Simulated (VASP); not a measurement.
A run of VASP 6.6.1:

Contents of POSCAR:

```
YSe
1.0
    0.0000000000      2.8515000000      2.8515000000
    2.8515000000      0.0000000000      2.8515000000
    2.8515000000      2.8515000000      0.0000000000
Y Se
1 1
Direct
    0.5000000000      0.5000000000      0.5000000000
    0.0000000000      0.0000000000      0.0000000000
```

The input INCAR.step1:

```
SYSTEM = YSe
PREC = Accurate ; ENCUT = 550
ISMEAR = 0 ; SIGMA = 0.1
LREAL = .False. ; LASPH = .True.
NELM = 120 ; NBANDS = 16
GGA = PE ; ALGO = Normal
EDIFF = 1E-5 ; LWAVE = .True.
LCHARG = .False. ; GGA_COMPAT = .False.
```

The input INCAR.step2:

```
SYSTEM = YSe
PREC = Accurate ; ENCUT = 550
EDIFF = 1E-6 ; ISMEAR = 0
SIGMA = 0.1 ; LREAL = .False.
LASPH = .True. ; NELM = 120
ALGO = Normal ; ISIF = 2
LWAVE = .False. ; LCHARG = .False.
METAGGA = R2SCAN ; LMIXTAU = .True.
NBANDS = 16 ; ISTART = 1
GGA_COMPAT = .False.
```

File KPOINTS:

```
regular mesh
0
Gamma
  3 3 3
  0 0 0
```

Potentials or basis: VASP PAW PBE potentials, release 64 (Y_sv, Se).

The run is started by

```sh
$ cat potpaw_PBE.64/Y_sv/POTCAR potpaw_PBE.64/Se/POTCAR > POTCAR
$ cp INCAR.step1 INCAR
$ mpirun -np 1 vasp_std > vasp.out
$ cp INCAR.step2 INCAR
$ mpirun -np 1 vasp_std > vasp.out
```

Hardware: 1 thread of Intel Xeon 8259CL (shared host).

Q: How long does it take, and how much memory?

A: It took 110 s on 1 thread of Intel Xeon 8259CL, with other jobs on the host, peak memory 0.2 GiB. Counts: k points 4.
